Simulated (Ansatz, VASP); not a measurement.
**Two plane-wave programs on Si3N4**

```
Si N
1.0
     7.66362    0.00000    0.00000
    -3.83181    6.63689    0.00000
     0.00000    0.00000    2.92644
Si N
6 8
Direct
  0.76891 0.17501 0.25000
  0.59390 0.76891 0.75000
  0.82499 0.59390 0.25000
  0.23109 0.82499 0.75000
  0.40610 0.23109 0.25000
  0.17501 0.40610 0.75000
  0.03083 0.33000 0.25000
  0.70083 0.03083 0.75000
  0.67000 0.70083 0.25000
  0.96917 0.67000 0.75000
  0.29917 0.96917 0.25000
  0.33000 0.29917 0.75000
  0.66667 0.33333 0.25000
  0.33333 0.66667 0.75000
```

Alike in both runs: functional PBE; k mesh 6 × 6 × 8; occupations gaussian, width 0.02 eV; no spin polarisation.

Ansatz relaxed the structure, and its values are those at the end. VASP's run is a single point on that final structure, the one shown.

|  | VASP | Ansatz |
| --- | --- | --- |
| version | VASP 6.6.1 | Ansatz 0.2.0 |
| potentials or method | VASP PAW PBE potentials, release 64 (Si, N), cutoff 520 eV | scalar-relativistic, plane waves, PAW |
| valence electrons in the cell | 64 | 64 |

```csv
,VASP,Ansatz,Ansatz less VASP
gap on the k mesh at the Fermi level (eV),4.26,4.27,+0.011
least direct gap on the mesh (eV),4.44,4.45,+0.011
pressure (GPa),-0.3,0.0,+0.28
```

The functional is the same, so the differences come from potentials, cutoffs and numerics.
